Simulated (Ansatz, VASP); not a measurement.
# One calculation of AlN, two programs

INCAR

```
PREC = Accurate
ENCUT = 520
EDIFF = 1E-7
ISMEAR = 0
SIGMA = 0.05
LREAL = F
LASPH = T
NELM = 100
ALGO = Normal
ISIF = 2
LWAVE = F
LCHARG = F
GGA = PS
NBANDS = 16
```

File KPOINTS:

```
regular mesh
0
Gamma
  9 9 6
```

File POSCAR:

```
AlN
1.0
    3.3015780391      0.0000000000      0.0000000000
   -1.6507890196      2.8592504545      0.0000000000
    0.0000000000      0.0000000000      3.9342000000
Al N
2 2
Direct
    0.3333333333      0.6666666667      0.7500000000
    0.6666666667      0.3333333333      0.2500000000
    0.3333333333      0.6666666667      0.2500000000
    0.6666666667      0.3333333333      0.7500000000
```

Input for Ansatz:

```yaml
crystal:
  lattice:
    - [3.3015780391, 0.0, 0.0]
    - [-1.6507890196, 2.8592504545, 0.0]
    - [0.0, 0.0, 3.9342]
  atoms:
    - { symbol: Al, position: [0.3333333333, 0.6666666667, 0.75] }
    - { symbol: Al, position: [0.6666666667, 0.3333333333, 0.25] }
    - { symbol: "N", position: [0.3333333333, 0.6666666667, 0.25] }
    - { symbol: "N", position: [0.6666666667, 0.3333333333, 0.75] }
basis:
  ecutwfc: 520.0
kpoints:
  mp_grid: { grid: [9, 9, 6] }
hamiltonian:
  xc: pbesol
scf:
  occupations: { method: gaussian, width: 0.05 }
output:
  forces: true
  stress: true
  eigenvalues: true
  write_density: true
  write_potential: true
  elf: true
  volumetric_format: npy
```

Alike in both runs: task single point; functional PBEsol; k mesh 9 × 9 × 6; occupations gaussian, width 0.05 eV; no spin polarisation.

```csv
,VASP,Ansatz
version,VASP 6.6.1,Ansatz 0.2.0
potentials or method,"VASP PAW PBE potentials, release 64 (Al, N), cutoff 520 eV","scalar-relativistic, plane waves, PAW"
valence electrons in the cell,16,16
```

|  | VASP | Ansatz | Ansatz less VASP |
| --- | --- | --- | --- |
| gap on the k mesh at the Fermi level (eV) | 3.81 | 3.80 | -0.013 |
| least direct gap on the mesh (eV) | 3.81 | 3.80 | -0.013 |
| pressure (GPa) | 12.0 | 12.0 | +0.03 |
| traceless stress, the component that is largest in VASP (GPa) | 8.87 | 8.83 | -0.043 |

VASP's potentials were made for PBE, not for PBEsol. With one functional, cell and mesh, what is left measures potentials, basis and numerics.
